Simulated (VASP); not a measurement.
# SrTiO3 (P4/mmm) in VASP: further runs, part 2 of 2

VASP 6.6.1.

### 3 Single point, r2SCAN (epitaxial xy strain -4.8%)

The input, POSCAR:

```
SrTiO3
1.0
    3.7189319457      0.0000000000      0.0000000000
    0.0000000000      3.7189319457      0.0000000000
    0.0000000000      0.0000000000      4.0390970982
Sr Ti O
1 1 3
Direct
    0.0000000000      0.0000000000      0.0000000000
    0.5000000000      0.5000000000      0.5000000000
    0.5000000000      0.0000000000      0.5000000000
    0.5000000000      0.5000000000      0.0000000000
    0.0000000000      0.5000000000      0.5000000000
```

The input, INCAR.step1:

```
ALGO = Normal
EDIFF = 1E-4
ENCUT = 520
GGA = PE
ISMEAR = 0
LASPH = T
LCHARG = F
LREAL = F
LWAVE = T
NBANDS = 28
NELM = 80
PREC = Accurate
SIGMA = 0.01
```

The input, INCAR.step2:

```
ALGO = Normal
EDIFF = 1E-7
ENCUT = 520
ISIF = 2
ISMEAR = 0
ISTART = 1
LASPH = T
LCHARG = F
LMIXTAU = T
LREAL = F
LWAVE = F
METAGGA = R2SCAN
NBANDS = 28
NELM = 80
PREC = Accurate
SIGMA = 0.01
```

The input, KPOINTS:

```
k-points
0
Gamma
  6 6 6
```

Potentials or basis: VASP PAW PBE potentials, release 64 (Sr_sv, Ti_sv, O).

On the command line:

```
$ cat potpaw_PBE.64/Sr_sv/POTCAR potpaw_PBE.64/Ti_sv/POTCAR potpaw_PBE.64/O/POTCAR > POTCAR
$ cp INCAR.step1 INCAR
$ mpirun -np 1 vasp_std > vasp.out
$ cp INCAR.step2 INCAR
$ mpirun -np 1 vasp_std > vasp.out
```

OUTCAR:

```text
EDIFF = 1E-7
   ENCUT = 520
   ISIF = 2
   ISMEAR = 0
   ISTART = 1
   LASPH = T
   LREAL = F
   METAGGA = R2SCAN
   NELM = 80
   PREC = Accurate

 ion  position               nearest neighbor table
   1  0.000  0.000  0.000-   4 2.63   4 2.63   4 2.63   4 2.63   5 2.75   3 2.75   5 2.75   5 2.75
                             3 2.75   5 2.75   3 2.75   3 2.75   2 3.32   2 3.32   2 3.32   2 3.32
   2  0.500  0.500  0.500-   3 1.86   5 1.86   3 1.86   5 1.86   4 2.02   4 2.02   1 3.32   1 3.32
                             1 3.32   1 3.32   1 3.32   1 3.32   1 3.32   1 3.32
   3  0.500  0.000  0.500-   2 1.86   2 1.86   1 2.75   1 2.75   1 2.75   1 2.75
   4  0.500  0.500  0.000-   2 2.02   2 2.02   1 2.63   1 2.63   1 2.63   1 2.63
   5  0.000  0.500  0.500-   2 1.86   2 1.86   1 2.75   1 2.75   1 2.75   1 2.75

  LATTYP: Found a simple tetragonal cell.
 ALAT       =     3.7189319457
 C/A-ratio  =     1.0860906188

  Lattice vectors:

 A1 = (   3.7189319457,   0.0000000000,   0.0000000000)
 A2 = (   0.0000000000,   3.7189319457,   0.0000000000)
 A3 = (   0.0000000000,   0.0000000000,   4.0390970982)

Analysis of symmetry for initial positions (statically):
=====================================================================
 Subroutine PRICEL returns:
 Original cell was already a primitive cell.

 Routine SETGRP: Setting up the symmetry group for a
 simple tetragonal supercell.

 Subroutine GETGRP returns: Found 16 space group operations
 (whereof 16 operations were pure point group operations)
 out of a pool of 16 trial point group operations.

The static configuration has the point symmetry D_4h.

Analysis of symmetry for dynamics (positions and initial velocities):
=====================================================================
 Subroutine PRICEL returns:
 Original cell was already a primitive cell.

 Routine SETGRP: Setting up the symmetry group for a
[... 125 lines left out ...]
   EMIN   =  10.00;   EMAX   =-10.00  energy-range for DOS
   EFERMI =   0.00;   METHOD = LEGACY
   ISMEAR =     0;   SIGMA  =   0.01  broadening in eV -4-tet -1-fermi 0-gaus
   EFERMI_NEDOS =   21; number of points for ismear=-14 and -15
   IALGO  =     38    algorithm
   IMIX   =      4    mixing-type and parameters
     AMIX     =   0.40;   BMIX     =  1.00
     AMIX_MAG =   1.60;   BMIX_MAG =  1.00
  volume/ion in A,a.u.               =      11.17        75.40
  Fermi-wavevector in a.u.,A,eV,Ry     =   1.464607  2.767707 29.185517  2.145075
  Thomas-Fermi vector in A             =   2.580563
   LORBIT       =      0    0 simple, 1 ext, 2 COOP (PROOUT), +10 PAW based schemes
   METAGGA = R2SCAN    functional components
   LHFCALC =     F    Hartree Fock is set to
   AEXX    =    0.0000 exact exchange contribution
   IVDW    =     0    specifies the selected vdW correction
   LEPSILON=     F    determine dielectric tensor
   LRPA    =     F    only Hartree local field effects (RPA)
 non-spin polarized calculation
 Gauss-broadening in eV      SIGMA  =   0.01
  energy-cutoff  :      520.00
  volume of cell :       55.86
 maximum number of plane-waves:      1524
 NGX is ok and might be reduce to    28
   NGX = 13   NGY = 13   NGZ = 15

 number of electron      39.9999979 magnetization

 Free energy of the ion-electron system (eV)
  ---------------------------------------------------
  ext. energy  EPLUGINS =         0.00000000
  ---------------------------------------------------
  free energy    TOTEN  =       -62.89223208 eV

  energy without entropy =      -62.89223208  energy(sigma->0) =      -62.89223208

 E-fermi :   4.7530     XC(G=0): -12.2998

 val. band max:        4.5406691310   @ k =   0.5000   0.5000   0.5000
 cond. band min:       6.7679355620   @ k =   0.0000   0.0000   0.0000
 fundamental gap:      2.2272664310
 Fermi energy:         4.7529531942

 k-point     1 :       0.0000    0.0000    0.0000
  band No.  band energies     occupation
      1     -53.9580      2.00000
      2     -29.2855      2.00000
      3     -29.2502      2.00000
      4     -29.2502      2.00000
      5     -29.1516      2.00000
      6     -14.3671      2.00000
[... 733 lines left out ...]
     27      13.5924      0.00000
     28      14.4165      0.00000

 [... further k-points ...]
[... 5 lines left out ...]
  --------------------------------------------------------------------------------------
  -------------------------------------------------------------------------------------
  Total        9.1295708      9.1295708      0.2997856      0.0000000      0.0000000      0.0000000
  in kB      261.8425303    261.8425303      8.5980626      0.0000000      0.0000000      0.0000000
  external PRESSURE =     177.4277077 kB  Pullay stress =       0.0000000 kB

 VOLUME and BASIS-vectors are now :
 -----------------------------------------------------------------------------
  energy-cutoff  :      520.00
  volume of cell :       55.86
      direct lattice vectors                 reciprocal lattice vectors
     3.718931946  0.000000000  0.000000000     0.268894407  0.000000000  0.000000000
     0.000000000  3.718931946  0.000000000     0.000000000  0.268894407  0.000000000
     0.000000000  0.000000000  4.039097098     0.000000000  0.000000000  0.247580084

 POSITION                                       TOTAL-FORCE (eV/Angst)
 -----------------------------------------------------------------------------------
      0.00000      0.00000      0.00000         0.000000      0.000000      0.000000
      1.85947      1.85947      2.01955         0.000000      0.000000      0.000000
      1.85947      0.00000      2.01955         0.000000      0.000000      0.000000
      1.85947      1.85947      0.00000         0.000000      0.000000      0.000000
      0.00000      1.85947      2.01955         0.000000      0.000000      0.000000
 -----------------------------------------------------------------------------------
    total drift:                                0.000000      0.000000      0.000000

  FREE ENERGIE OF THE ION-ELECTRON SYSTEM (eV)
  ---------------------------------------------------
  free  energy   TOTEN  =       -62.8922320815 eV

  energy  without entropy=      -62.8922320815  energy(sigma->0) =      -62.89223208
```

Run time: 2.7 min. Hardware: 1 thread of AMD EPYC 9R45 (Zen 5), shared host; peak memory 0.18 GiB.

Results:

| Quantity | Value |
| --- | --- |
| Free energy | -62.8922 eV |
| Pressure | 17.7 GPa |
| Band gap on the k mesh | 2.23 eV, indirect (least direct gap 2.68 eV) |

Stress tensor (GPa, compression positive):
```
26.18  0.00  0.00
 0.00 26.18  0.00
 0.00  0.00  0.86
```

Levels at points of the mesh, in eV from the valence-band top:
```tsv
k point	band 16	band 17	band 18	band 19	band 20	band 21	band 22	band 23	band 24	band 25
(0.00, 0.00, 0.00)	-1.35	-1.35	-0.55	-0.45	-0.45	2.23	2.23	2.38	4.52	5.21
(0.50, 0.00, 0.00)	-2.88	-2.72	-2.39	-0.97	-0.92	2.46	4.71	4.72	4.73	7.85
(0.50, 0.50, 0.00)	-3.65	-1.96	-1.50	-1.50	-0.06	4.72	4.72	5.31	5.54	9.04
(0.00, 0.00, 0.50)	-2.32	-2.10	-2.10	-0.80	-0.80	2.51	3.88	3.88	5.40	7.07
(0.50, 0.00, 0.50)	-2.84	-2.02	-2.00	-1.79	-0.47	3.90	4.73	4.89	6.37	8.50
(0.50, 0.50, 0.50)	-3.95	-3.95	-0.26	-0.26	0.00	5.14	5.14	5.55	7.48	7.48
```

Caveat: the cell differs from its parent crystal (epitaxial xy strain -4.8%); the PAW data sets were made with another functional, which shifts forces and pressure a little. A k mesh can miss the band edges.
